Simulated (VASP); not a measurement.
The system is RbCl.

```
CELL_PARAMETERS angstrom
0.00000 3.30581 3.30581
3.30581 0.00000 3.30581
3.30581 3.30581 0.00000
ATOMIC_POSITIONS crystal
Rb 0.00000 0.00000 0.00000
Cl 0.50000 0.50000 0.50000
```

Base run:

```yaml
Program: VASP 6.6.1
Functional: PBE
Potentials_or_basis: VASP PAW PBE potentials, release 64 (Rb_sv, Cl)
Cutoff: 500 eV
k_mesh: 6 × 6 × 6
Occupations: gaussian, width 0.01 eV
Spin: no spin polarisation
```

Its results: band gap on the k mesh 4.95 eV, direct; pressure 0.6 GPa.

Q: After a change of settings the same cell gave: band gap on the k mesh 7.00 eV, direct; pressure 0.3 GPa. Which change was it?
A. k mesh from 6 × 6 × 6 to 4 × 4 × 4
B. functional from PBE to PBE0; cutoff from 500 eV to 400 eV; k mesh from 6 × 6 × 6 to 4 × 4 × 4
C. functional from PBE to r2SCAN; cutoff from 500 eV to 550 eV; k mesh from 6 × 6 × 6 to 4 × 4 × 4

A: B.

Caveats: the PAW data sets were made with another functional, which shifts forces and pressure a little (some runs).
